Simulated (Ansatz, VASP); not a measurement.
**One calculation of Pb, two programs**

```xyz
2
Lattice="3.4167 0.0000 0.0000 -1.7083 2.9589 0.0000 0.0000 0.0000 5.7042" Properties=species:S:1:pos:R:3 pbc="T T T"
Pb    0.0000    1.9726    1.4260
Pb    1.7083    0.9863    4.2781
```

Alike in both runs: task relaxation of cell and atoms; functional LDA; k mesh 14 × 14 × 8; occupations fermi-dirac, width 0.05 eV; no spin polarisation.

|  | VASP | Ansatz |
| --- | --- | --- |
| version | VASP 6.6.1 | Ansatz 0.2.0 |
| potentials or method | VASP PAW LDA potentials, release 64 (Pb_d), cutoff 600 eV | all-electron LAPW, non-relativistic |

|  | VASP | Ansatz | Ansatz less VASP |
| --- | --- | --- | --- |
| relaxed volume (Å³/atom) | 28.88 | 30.30 | +1.412 |
| relaxed cell length with the largest relative difference (Å) | 5.708 | 5.871 | +0.1630 |

LDA's correlation is that of Perdew and Zunger in VASP and of Perdew and Wang (1992) in Ansatz. Ansatz ran all-electron here, and VASP with PAW potentials.

Spin-orbit coupling is off throughout.
